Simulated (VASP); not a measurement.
Set up this calculation in VASP 6.6.1, as the native input.

- Task: single point
- Functional: PBE
- Potentials or basis: VASP PAW PBE potentials, release 64 (Ca_sv)
- Cutoff: 520 eV
- k mesh: 12 × 12 × 4
- Occupations: gaussian, width 0.1 eV
- Spin: no spin polarisation
- Dipole correction: no
- Further INCAR settings: ALGO = Fast; EDIFF = 1e-06; NBANDS = 28

The structure of Ca lies in POSCAR:

```
Ca
1.0
    3.9022065300      0.0000000000      0.0000000000
   -1.9511032650      3.3794099858      0.0000000000
    0.0000000000      0.0000000000     12.8085574307
Ca
4
Direct
    0.0000000000      0.0000000000      0.0000000000
    0.3333333333      0.6666666667      0.2500000000
    0.0000000000      0.0000000000      0.5000000000
    0.6666666667      0.3333333333      0.7500000000
```

This isn't the form of Ca at room conditions, which is fcc.

These files were run (other wordings do the same):

INCAR

```
  PREC = Accurate
  ENCUT = 520
  EDIFF = 1E-6
  ISMEAR = 0
  SIGMA = 0.1
  LREAL = False
  LASPH = True
  NELM = 100
  ALGO = Fast
  ISIF = 2
  LWAVE = False
  LCHARG = True
  GGA = PE
  LELF = True
  LVHAR = True
  NBANDS = 28
```

KPOINTS

```
regular mesh
0
Gamma
  12 12 4
```

Potentials or basis: VASP PAW PBE potentials, release 64 (Ca_sv).

The run is started by

```console
$ cat potpaw_PBE.64/Ca_sv/POTCAR > POTCAR
$ mpirun -np 1 vasp_std > vasp.out
```

Results of the run:

```json
{
  "Pressure": "0.0 GPa",
  "Band gap on the k mesh": "zero (bands 20 and 21 overlap by 0.46 eV)"
}
```

Run time: 6.1 min on 1 thread of Intel(R) Xeon(R) Platinum 8259CL CPU @ 2.50GHz (Skylake/Cascade Lake), on a shared host, peak memory 0.4 GiB.
